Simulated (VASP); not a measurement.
# Ga2O3 (P1) in VASP: relaxation of cell and atoms with PBE

Aim: the relaxation of cell and atoms of Ga2O3 with PBE.

Everything below comes from runs of VASP 6.6.1. Logs are shortened: lines on timing, memory, paths and dates and some standing lists are left out, and cuts for length are marked.

**1. The cell of the first run**

The typed cell holds 10 atoms: a = 5.028 Å, b = 5.043 Å, c = 5.443 Å, α = 62.04°, β = 61.32°, γ = 59.03°.

**2. Relaxation of cell and atoms, PBE**

File INCAR:

```
PREC     = Accurate       # precision mode
ENCUT    = 600            # plane-wave cutoff, eV
EDIFF    = 1E-6           # SCF threshold, eV
ISMEAR   = 0              # smearing method
SIGMA    = 0.1            # smearing width, eV
LREAL    = False          # projectors in reciprocal space
LASPH    = True           # aspherical terms in the spheres
NELM     = 80             # most SCF steps
ALGO     = Normal         # electronic algorithm
ISIF     = 3              # what is computed and relaxed
LWAVE    = False          # write WAVECAR
LCHARG   = False          # write CHGCAR
GGA      = PE             # functional
IBRION   = 2              # ionic algorithm
NSW      = 80             # ionic steps
EDIFFG   = -0.025         # ionic threshold
```

File KPOINTS:

```
Automatic mesh
0
Gamma
  4 4 4
```

File POSCAR:

```
Ga2O3
1.0
   -2.5545355267      4.3301118769      0.0395770458
   -5.0424179154      0.0384822072      0.0046093753
   -2.5364572412      1.4948484658      4.5782414160
Ga O
4 6
Direct
    0.6339923832      0.6571960703      0.0793348699
    0.8659258867      0.8323214080      0.4260431234
    0.3421623839      0.3717226469      0.9268696956
    0.1478871295      0.1437873863      0.5682674170
    0.7325263201      0.4660864656      0.7411261769
    0.0382169256      0.7476665054      0.7730702427
    0.4569487759      0.0431352840      0.7437250169
    0.2532723512      0.5634144313      0.2527656002
    0.9620933759      0.2389358174      0.2400835502
    0.5669744680      0.9357339847      0.2487143072
```

Potentials or basis: VASP PAW PBE potentials, release 64 (Ga_d, O).

Started as:

```
$ cat potpaw_PBE.64/Ga_d/POTCAR potpaw_PBE.64/O/POTCAR > POTCAR
$ mpirun -np 1 vasp_std > vasp.out
```

OUTCAR:

```text
PREC = Accurate
   ENCUT = 600
   EDIFF = 1E-6
   ISMEAR = 0
   LREAL = False
   LASPH = True
   NELM = 80
   ISIF = 3
   GGA = PE
   IBRION = 2
   NSW = 80
   EDIFFG = -0.025

 ion  position               nearest neighbor table
   1  0.634  0.657  0.079-  10 1.83   8 1.89   9 2.00   6 2.03   7 2.09   5 2.20   3 2.91
   2  0.866  0.832  0.426-   8 1.80  10 1.89   5 2.00   9 2.02   7 2.10   6 2.22   4 2.85
   3  0.342  0.372  0.927-   6 1.84   5 1.93   7 2.02   9 2.03   8 2.16  10 2.22   1 2.91
   4  0.148  0.144  0.568-   7 1.93   5 1.99   6 2.00  10 2.12   8 2.14   9 2.15   2 2.85
   5  0.733  0.466  0.741-   3 1.93   4 1.99   2 2.00   1 2.20
   6  0.038  0.748  0.773-   3 1.84   4 2.00   1 2.03   2 2.22
   7  0.457  0.043  0.744-   4 1.93   3 2.02   1 2.09   2 2.10
   8  0.253  0.563  0.253-   2 1.80   1 1.89   4 2.14   3 2.16
   9  0.962  0.239  0.240-   1 2.00   2 2.02   3 2.03   4 2.15
  10  0.567  0.936  0.249-   1 1.83   2 1.89   4 2.12   3 2.22

  Warning from LATTYP: Got some problem with cell dimensions!
  Tried to take original basis but could not verify dimensions!
  LATTYP: Found a triclinic cell.
 ALAT       =     4.9607324802
 B/A-ratio  =     1.0134858838
 C/A-ratio  =     1.0915117399
 COS(alpha) =     0.0031471095
 COS(beta)  =     0.4707461361
 COS(gamma) =     0.4903317638

  Lattice vectors:

 A1 = (   2.4878823887,   4.2916296697,   0.0349676705)
 A2 = (  -2.5545355267,   4.3301118769,   0.0395770458)
 A3 = (   2.5059606742,   1.4563662586,   4.5736320407)

Analysis of symmetry for initial positions (statically):
=====================================================================
 Subroutine PRICEL returns:
 Original cell was already a primitive cell.

 Routine SETGRP: Setting up the symmetry group for a
 triclinic supercell.

 Subroutine GETGRP returns: Found  1 space group operations
 (whereof  1 operations were pure point group operations)
 out of a pool of  2 trial point group operations.

The static configuration has the point symmetry C_1 .

Analysis of symmetry for dynamics (positions and initial velocities):
=====================================================================
 Subroutine PRICEL returns:
 Original cell was already a primitive cell.

 Routine SETGRP: Setting up the symmetry group for a
 triclinic supercell.

 Subroutine GETGRP returns: Found  1 space group operations
[... 133 lines left out ...]
   EFERMI =   0.00;   METHOD = LEGACY
   ISMEAR =     0;   SIGMA  =   0.10  broadening in eV -4-tet -1-fermi 0-gaus
   EFERMI_NEDOS =   21; number of points for ismear=-14 and -15
   IALGO  =     38    algorithm
   IMIX   =      4    mixing-type and parameters
     AMIX     =   0.40;   BMIX     =  1.00
     AMIX_MAG =   1.60;   BMIX_MAG =  1.00
  volume/ion in A,a.u.               =       9.92        66.93
  Fermi-wavevector in a.u.,A,eV,Ry     =   1.573091  2.972712 33.669199  2.474616
  Thomas-Fermi vector in A             =   2.674428
   LORBIT       =      0    0 simple, 1 ext, 2 COOP (PROOUT), +10 PAW based schemes
   GGA     = PE    functional components
   LHFCALC =     F    Hartree Fock is set to
   AEXX    =    0.0000 exact exchange contribution
   IVDW    =     0    specifies the selected vdW correction
   LEPSILON=     F    determine dielectric tensor
   LRPA    =     F    only Hartree local field effects (RPA)
 conjugate gradient relaxation of ions
 non-spin polarized calculation
 Gauss-broadening in eV      SIGMA  =   0.10
  energy-cutoff  :      600.00
  volume of cell :       99.18
 maximum number of plane-waves:      3322
   NGX = 21   NGY = 21   NGZ = 21

--------------------------------------- Ionic step        1  -------------------------------------------

 number of electron      88.0000002 magnetization

 Free energy of the ion-electron system (eV)
  ---------------------------------------------------
  ext. energy  EPLUGINS =         0.00000000
  ---------------------------------------------------
  free energy    TOTEN  =       -58.81370164 eV

  energy without entropy =      -58.81370164  energy(sigma->0) =      -58.81370164

------------------------ aborting loop because EDIFF is reached ----------------------------------------

  FORCE on cell =-STRESS in cart. coord.  units (eV):
  Direction    XX          YY          ZZ          XY          YZ          ZX
  --------------------------------------------------------------------------------------
  -------------------------------------------------------------------------------------
  Total        3.5817624      6.9544377      1.3613823      2.5768663     -0.8775191     -0.5926385
  in kB       57.8578110    112.3381441     21.9910177     41.6252745    -14.1749591     -9.5731548
  external PRESSURE =      64.0623243 kB  Pullay stress =       0.0000000 kB
[... 113 lines left out ...]
  FREE ENERGIE OF THE ION-ELECTRON SYSTEM (eV)
  ---------------------------------------------------
  free  energy   TOTEN  =       -59.2771550377 eV

  energy  without entropy=      -59.2771550377  energy(sigma->0) =      -59.27715504

[... ionic steps 4 to 9 ...]

--------------------------------------- Ionic step       10  -------------------------------------------

 number of electron      88.0000019 magnetization

------------------------ aborting loop because EDIFF is reached ----------------------------------------
[... 83 lines left out ...]
--------------------------------------- Ionic step       12  -------------------------------------------

 number of electron      88.0000018 magnetization

 Free energy of the ion-electron system (eV)
  ---------------------------------------------------
  ext. energy  EPLUGINS =         0.00000000
  ---------------------------------------------------
  free energy    TOTEN  =       -59.40366973 eV

  energy without entropy =      -59.40366973  energy(sigma->0) =      -59.40366973

 E-fermi :   4.5198     XC(G=0): -11.9481

 val. band max:        4.0403894831   @ k =  -0.0000   0.2500  -0.0000
 cond. band min:       6.4442416595   @ k =   0.0000   0.0000   0.0000
 fundamental gap:      2.4038521764
 Fermi energy:         4.5198463803

 k-point     1 :       0.0000    0.0000    0.0000
  band No.  band energies     occupation
      1     -14.5855      2.00000
      2     -12.7361      2.00000
      3     -12.7353      2.00000
      4     -12.7116      2.00000
      5     -12.6947      2.00000
      6     -12.6929      2.00000
[... 1309 lines left out ...]
     51      13.7172      0.00000
     52      15.1909      0.00000

 [... further k-points ...]
[... 5 lines left out ...]
  --------------------------------------------------------------------------------------
  -------------------------------------------------------------------------------------
  Total        0.1292880      0.1427033      0.1067566      0.0322604      0.0003625      0.0158860
  in kB        2.0539059      2.2670250      1.6959650      0.5124975      0.0057591      0.2523698
  external PRESSURE =       2.0056320 kB  Pullay stress =       0.0000000 kB
[... 25 lines left out ...]
  FREE ENERGIE OF THE ION-ELECTRON SYSTEM (eV)
  ---------------------------------------------------
  free  energy   TOTEN  =       -59.4036697258 eV

  energy  without entropy=      -59.4036697258  energy(sigma->0) =      -59.40366973

 reached required accuracy - stopping structural energy minimisation
```

Wall time 65 min (1 thread of Intel Xeon 8259CL, shared host); peak memory 0.39 GiB.

Results:

| Property | Result |
| --- | --- |
| Free energy | -59.4037 eV |
| Relaxed volume | 10.09 Å³/atom |
| Relaxed cell | a = 5.063 Å, b = 5.062 Å, c = 5.404 Å, α = 62.04°, β = 62.05°, γ = 60.00° |
| Space group after relaxing (to 0.1 Å) | R-3c (No. 167) |
| Energy gained by relaxing | 59.0 meV/atom |
| Ionic steps | 12 |
| Pressure after relaxing | 0.2 GPa |
| Largest force after relaxing | 0.019 eV/Å |
| Band gap on the k mesh | 2.40 eV (least direct gap 2.60 eV) |

Forces on the atoms (eV/Å):
```
Ga  -0.001 -0.007 -0.005
Ga  -0.008  0.010  0.000
Ga  -0.010  0.012 -0.005
Ga   0.012  0.006  0.014
O    0.001 -0.009  0.010
O    0.009 -0.010 -0.005
O   -0.004 -0.017 -0.006
O   -0.005  0.008 -0.003
O    0.001 -0.001  0.007
O    0.006  0.008 -0.006
```

Stress tensor (GPa, compression positive):
```
0.21 0.05 0.03
0.05 0.23 0.00
0.03 0.00 0.17
```

Step by step:
| step | energy change (eV) | largest force (eV/Å) | pressure (GPa) | volume (Å³) |
| --- | --- | --- | --- | --- |
| 1 | 0.0000 | 2.5940 | 6.41 | 99.18 |
| 2 | -0.4008 | 0.8486 | -6.68 | 104.95 |
| 3 | -0.4635 | 0.6766 | -3.73 | 103.20 |
| 4 | -0.5553 | 0.3627 | 0.79 | 100.60 |
| 5 | -0.5554 | 0.3602 | 0.93 | 100.54 |
| 6 | -0.5770 | 0.2002 | 0.14 | 100.90 |
| 7 | -0.5798 | 0.2008 | -0.28 | 101.08 |
| 8 | -0.5871 | 0.0782 | 0.02 | 100.92 |
| 9 | -0.5878 | 0.0995 | 0.17 | 100.87 |
| 10 | -0.5896 | 0.0424 | -0.11 | 100.99 |
| 11 | -0.5896 | 0.0480 | -0.17 | 101.01 |
| 12 | -0.5900 | 0.0191 | 0.20 | 100.85 |

Final structure:
```yaml
crystal:
  lattice:
    - [-2.53121, 4.38476, 0.00085]
    - [-5.06184, 0.00007, 0.00175]
    - [-2.53237, 1.46208, 4.54486]
  atoms:
    - { symbol: Ga, position: [0.64409, 0.64401, 0.06794] }
    - { symbol: Ga, position: [0.85561, 0.85587, 0.43237] }
    - { symbol: Ga, position: [0.35580, 0.35588, 0.93213] }
    - { symbol: Ga, position: [0.14421, 0.14439, 0.56750] }
    - { symbol: O, position: [0.75020, 0.44690, 0.74979] }
    - { symbol: O, position: [0.05327, 0.75011, 0.75018] }
    - { symbol: O, position: [0.44733, 0.05270, 0.75009] }
    - { symbol: O, position: [0.24980, 0.55307, 0.25016] }
    - { symbol: O, position: [0.94693, 0.24997, 0.24972] }
    - { symbol: O, position: [0.55275, 0.94710, 0.25012] }
```
